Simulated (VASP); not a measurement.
Wanted: the native input for a VASP 6.6.1 run.

* Task: single point
* Functional: r2SCAN
* Potentials or basis: VASP PAW PBE potentials, release 64 (Na_pv, Cl)
* Cutoff: 520 eV
* k mesh: 8 × 8 × 8
* Occupations: gaussian, width 0.05 eV
* Spin: no spin polarisation
* Dipole correction: no
* Further INCAR settings: ALGO = Normal; EDIFF = 1e-07; NBANDS = 14

NaCl:

```xyz
2
Lattice="0.0000 2.6052 2.8317 2.6052 0.0000 2.8317 2.6052 2.6052 0.0000" Properties=species:S:1:pos:R:3 pbc="T T T"
Na    0.0000    0.0000    0.0000
Cl    2.6052    2.6052    2.8317
```

This cell differs from its parent crystal: strain -0.080 along x and y, +0.000 along z.

These files were run (other wordings do the same):

POSCAR

```
NaCl
1.0
    0.0000000000      2.6052100000      2.8317500000
    2.6052100000      0.0000000000      2.8317500000
    2.6052100000      2.6052100000      0.0000000000
Na Cl
1 1
Direct
    0.0000000000      0.0000000000      0.0000000000
    0.5000000000      0.5000000000      0.5000000000
```

INCAR.step1

```
SYSTEM = NaCl
  PREC = Accurate
  ENCUT = 520
  ISMEAR = 0
  SIGMA = 0.05
  LREAL = .FALSE.
  LASPH = .TRUE.
  NELM = 80
  NBANDS = 14
  GGA = PE
  ALGO = Normal
  EDIFF = 1E-4
  LWAVE = .TRUE.
  LCHARG = .FALSE.
```

INCAR.step2

```
SYSTEM = NaCl
  PREC = Accurate
  ENCUT = 520
  EDIFF = 1E-7
  ISMEAR = 0
  SIGMA = 0.05
  LREAL = .FALSE.
  LASPH = .TRUE.
  NELM = 80
  ALGO = Normal
  ISIF = 2
  LWAVE = .FALSE.
  LCHARG = .FALSE.
  METAGGA = R2SCAN
  LMIXTAU = .TRUE.
  NBANDS = 14
  ISTART = 1
```

KPOINTS

```
regular mesh
0
G
  8 8 8
  0 0 0
```

Potentials or basis: VASP PAW PBE potentials, release 64 (Na_pv, Cl).

Command:

```console
$ cat potpaw_PBE.64/Na_pv/POTCAR potpaw_PBE.64/Cl/POTCAR > POTCAR
$ cp INCAR.step1 INCAR
$ mpirun -np 1 vasp_std > vasp.out
$ cp INCAR.step2 INCAR
$ mpirun -np 1 vasp_std > vasp.out
```

Results of the run:

```yaml
Pressure: 5.6 GPa
Band_gap_on_the_k_mesh: 6.61 eV, direct
```

Caveat: the cell differs from its parent crystal (strain -0.080 along x and y, +0.000 along z); the PAW data sets were made with another functional, which shifts forces and pressure a little.

Run time: 3.4 min on 1 thread of AMD EPYC 7R13 Processor (Zen 3), on a shared host, peak memory 0.15 GiB.
